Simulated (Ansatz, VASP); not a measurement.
# One calculation of MoS2, two programs

The input INCAR:

```
PREC = Accurate ; ENCUT = 520
EDIFF = 1E-6 ; ISMEAR = 0
SIGMA = 0.1 ; LREAL = False
LASPH = True ; NELM = 150
ALGO = Normal ; ISIF = 2
LWAVE = False ; LCHARG = False
ISPIN = 2 ; MAGMOM = 1 0 0
LORBIT = 11 ; LMAXMIX = 4
GGA = PS ; NBANDS = 24
```

The input KPOINTS:

```
regular mesh
0
Gamma
  9 9 9
```

Contents of POSCAR:

```
MoS2
1.0
    1.5223881270      0.8789511949      5.9423547378
   -1.5223881270      0.8789511949      5.9423547378
    0.0000000000     -1.7579023898      5.9423547378
Mo S
1 2
Direct
    0.0000000000      0.0000000000      0.0000000000
    0.7503000000      0.7503000000      0.7503000000
    0.5810000000      0.5810000000      0.5810000000
```

Input for Ansatz:

```yaml
crystal:
  lattice:
    - [1.522388127, 0.8789511949, 5.9423547378]
    - [-1.522388127, 0.8789511949, 5.9423547378]
    - [0.0, -1.7579023898, 5.9423547378]
  atoms:
    - { symbol: Mo, position: [0.0, 0.0, 0.0], spin: 1.0 }
    - { symbol: S, position: [0.7503, 0.7503, 0.7503] }
    - { symbol: S, position: [0.581, 0.581, 0.581] }
basis:
  ecutwfc: 420
kpoints:
  mp_grid: { grid: [9, 9, 9] }
hamiltonian:
  xc: pbesol
scf:
  occupations: { method: gaussian, width: 0.1 }
  lower_state_search: "off"
output:
  forces: true
  stress: true
  eigenvalues: true
  populations: true
magnetization:
  spin_polarized: true
```

Alike in both runs: task single point; functional PBEsol; k mesh 9 × 9 × 9; occupations gaussian, width 0.1 eV; collinear spin.

|  | VASP | Ansatz |
| --- | --- | --- |
| version | VASP 6.6.1 | Ansatz 0.2.0 |
| potentials or method | VASP PAW PBE potentials, release 64 (Mo_sv, S), cutoff 520 eV | scalar-relativistic, plane waves, PAW |
| valence electrons in the cell | 26 | 26 |

|  | VASP | Ansatz | Ansatz less VASP |
| --- | --- | --- | --- |
| gap on the k mesh at the Fermi level (eV) | 0.92 | 0.90 | -0.020 |
| least direct gap on the mesh (eV) | 2.05 | 2.04 | -0.007 |
| pressure (GPa) | 18.8 | 18.9 | +0.04 |
| traceless stress, the component that is largest in VASP (GPa) | 1.33 | 1.37 | +0.039 |
| rms of the force components (eV/Å) | 0.896 | 0.899 | +0.0032 |
| net moment per atom (μB) | 0.00 | 0.00 | 0.000 |

VASP's potentials were made for PBE, not for PBEsol. Atom by atom the forces differ by 0.003 eV/Å (rms over components). With one functional, cell and mesh, what is left measures potentials, basis and numerics. Ansatz's warnings: seeded moment not kept.
